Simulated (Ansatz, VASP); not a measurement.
## Two plane-wave programs on NbGa2N2

```
CELL_PARAMETERS angstrom
4.19615 0.00000 0.00000
0.00000 4.19615 0.00000
0.00000 0.00000 5.47407
ATOMIC_POSITIONS crystal
Nb 0.50000 0.50000 0.00000
Ga 0.50000 0.50000 0.50000
Ga 0.00000 0.00000 0.00000
N 0.00000 0.50000 0.00000
N 0.50000 0.00000 0.00000
```

Alike in both runs: task single point; functional PBE; k mesh 10 × 10 × 8; occupations gaussian, width 0.1 eV; no spin polarisation.

|  | VASP | Ansatz |
| --- | --- | --- |
| version | VASP 6.6.1 | Ansatz 0.2.0 |
| potentials or method | VASP PAW PBE potentials, release 64 (Nb_sv, Ga_d, N), cutoff 520 eV | scalar-relativistic, plane waves, PAW |
| valence electrons in the cell | 49 | 49 |

|  | VASP | Ansatz | Ansatz less VASP |
| --- | --- | --- | --- |
| gap on the k mesh at the Fermi level (eV) | none | none | - |
| pressure (GPa) | 0.0 | 0.0 | +0.04 |

A gap of «none» marks a metal or a gap that the smearing closes.
